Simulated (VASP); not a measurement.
BPd4: single point with PBE

The system is BPd4.

```
B Pd
1.0
     3.02995    0.00000    0.00000
     0.00000    4.57317    0.00000
     0.00000    0.00000    6.13560
B Pd
1 4
Direct
  0.50000 0.00000 0.86323
  0.50000 0.50000 0.86756
  0.00000 0.50000 0.32916
  0.00000 0.00000 0.61947
  0.50000 0.00000 0.19758
```

```json
{"Program": "VASP 6.6.1", "Task": "single point", "Functional": "PBE", "Potentials or basis": "VASP PAW PBE potentials, release 64 (B, Pd)", "Cutoff": "520 eV", "k mesh": "3 × 2 × 2", "Occupations": "gaussian, width 0.1 eV", "Spin": "no spin polarisation", "Dipole correction": "no", "Further INCAR settings": "ALGO = Fast; EDIFF = 1e-07; NBANDS = 30"}
```

The pressure is -15.6 GPa. The largest force is 0.891 eV/Å. The band gap on the k mesh is zero (an odd number of electrons rules out a gap without spin polarisation).

Forces in eV/Å, atoms in the order of the input:
```
B    0.000  0.000 -0.240
Pd   0.000  0.000  0.286
Pd   0.000  0.000 -0.483
Pd   0.000  0.000  0.891
Pd   0.000  0.000 -0.453
```

Stress tensor (GPa, compression positive):
```
-12.39   0.00   0.00
  0.00 -17.63   0.00
  0.00   0.00 -16.67
```

Levels at points of the mesh, in eV from the Fermi level:
```tsv
k point	band 19	band 20	band 21	band 22	band 23	band 24
(0.00, 0.00, 0.00)	-0.81	-0.53	-0.26	0.09	0.09	0.50
(0.00, 0.50, 0.00)	-0.67	-0.59	-0.54	-0.44	-0.21	1.76
(0.00, 0.00, 0.50)	-0.79	-0.74	-0.49	0.08	1.58	2.02
(0.00, 0.50, 0.50)	-0.61	-0.58	-0.47	-0.23	-0.20	0.02
```

Wall time 31 s on 1 thread of AMD EPYC 7R13 (shared host), peak memory 0.16 GiB.

Caveat: the k points lie up to 0.69 Å⁻¹ apart, too coarse for converged energies and pressures of a metal.
